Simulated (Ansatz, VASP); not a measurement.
Hf2Sb3Au: VASP beside Ansatz

```xyz
6
Lattice="4.0059 0.0000 0.0000 0.0000 4.0059 0.0000 0.0000 0.0000 8.6153" Properties=species:S:1:pos:R:3 pbc="T T T"
Au    0.0000    0.0000    0.0000
Hf    0.0000    2.0029    6.3077
Hf    2.0029    0.0000    2.3076
Sb    2.0029    2.0029    0.0000
Sb    0.0000    2.0029    3.2535
Sb    2.0029    0.0000    5.3618
```

Alike in both runs: functional PBE; k mesh 5 × 5 × 2; collinear spin.

Ansatz relaxed the structure, and its values are those at the end. VASP's run is a single point on that final structure, the one shown.

|  | VASP | Ansatz |
| --- | --- | --- |
| version | VASP 6.6.1 | Ansatz 0.2.0 |
| potentials or method | VASP PAW PBE potentials, release 64 (Au, Hf_pv, Sb), cutoff 520 eV | PAW plane waves |
| occupations | fermi-dirac, width 0.1 eV | fermi-dirac |
| valence electrons in the cell | 46 | 116 |

Ansatz gave:

```
gap on the k mesh at the Fermi level (eV) : none
pressure (GPa)                            : 0.0
rms of the force components (eV/Å)        : 0.001
net moment per atom (μB)                  : 0.00
```

Question: Estimate VASP's values.

Answer: gap on the k mesh at the Fermi level (eV): none; pressure (GPa): -0.3; rms of the force components (eV/Å): 0.007; net moment per atom (μB): 0.00.

A gap of «none» marks a metal or a gap that the smearing closes. VASP's potentials hold 46 valence electrons a cell and Ansatz's 116, so a difference there can come from the potentials and not from the codes. Ansatz's warnings: seeded moment not kept.

The k mesh is coarse, so the values compare programs but aren't converged. Neither program's run includes spin-orbit coupling.
